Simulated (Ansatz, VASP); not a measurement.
## One calculation of Os, two programs

The input INCAR:

```
SYSTEM = Os
  ALGO = Normal
  EDIFF = 1E-6
  ENCUT = 560
  GGA = CA
  GGA_COMPAT = .FALSE.
  ISIF = 2
  ISMEAR = 1
  LASPH = .TRUE.
  LCHARG = .FALSE.
  LREAL = .FALSE.
  LWAVE = .FALSE.
  NBANDS = 23
  NELM = 120
  PREC = Accurate
  SIGMA = 0.03
```

File KPOINTS:

```
k-points
0
G
  13 13 8
  0 0 0
```

The input POSCAR:

```
Os
1.0
    2.7175247593      0.0000000000      0.0000000000
   -1.3587623796      2.3534454770      0.0000000000
    0.0000000000      0.0000000000      4.2844606214
Os
2
Direct
    0.3333333333      0.6666666667      0.2500000000
    0.6666666667      0.3333333333      0.7500000000
```

Input for Ansatz:

```yaml
crystal:
  lattice:
    - [2.7175247593, 0.0, 0.0]
    - [-1.3587623796, 2.353445477, 0.0]
    - [0.0, 0.0, 4.2844606214]
  atoms:
    - { symbol: Os, position: [0.3333333333, 0.6666666667, 0.25] }
    - { symbol: Os, position: [0.6666666667, 0.3333333333, 0.75] }
hamiltonian:
  xc: lda
  pseudopotentials:
    kind: paw
    azcp:
      Os: "pseudopotentials/Os.paw.azcp"
basis:
  ecutwfc: 420
  fft_grid_basis: typed
kpoints:
  mp_grid: { grid: [13, 13, 8], shift: [0, 0, 0] }
magnetization:
  spin_polarized: false
scf:
  occupations: { method: methfessel_paxton, width: 0.03 }
  lower_state_search: "off"
output:
  stress: true
```

Alike in both runs: task single point; functional LDA; k mesh 13 × 13 × 8; occupations methfessel-paxton of order 1, width 0.03 eV; no spin polarisation.

```csv
,VASP,Ansatz
version,VASP 6.6.1,Ansatz 0.2.0
potentials or method,"VASP PAW LDA potentials, release 64 (Os_sv_GW), cutoff 560 eV","plane waves (420 eV) with PAW, scalar-relativistic"
valence electrons in the cell,32,32
```

Ansatz gave:

- pressure (GPa): -0.1
- traceless stress, the component that is largest in VASP (GPa): -0.71

Question: Estimate VASP's values.

Answer: Pressure (GPa): 0.4; traceless stress, the component that is largest in VASP (GPa): -0.58.

Ansatz warns that its potentials were made for another functional, while VASP's fit it. LDA's correlation is that of Perdew and Zunger in VASP and of Perdew and Wang (1992) in Ansatz.

Spin-orbit coupling is off throughout.
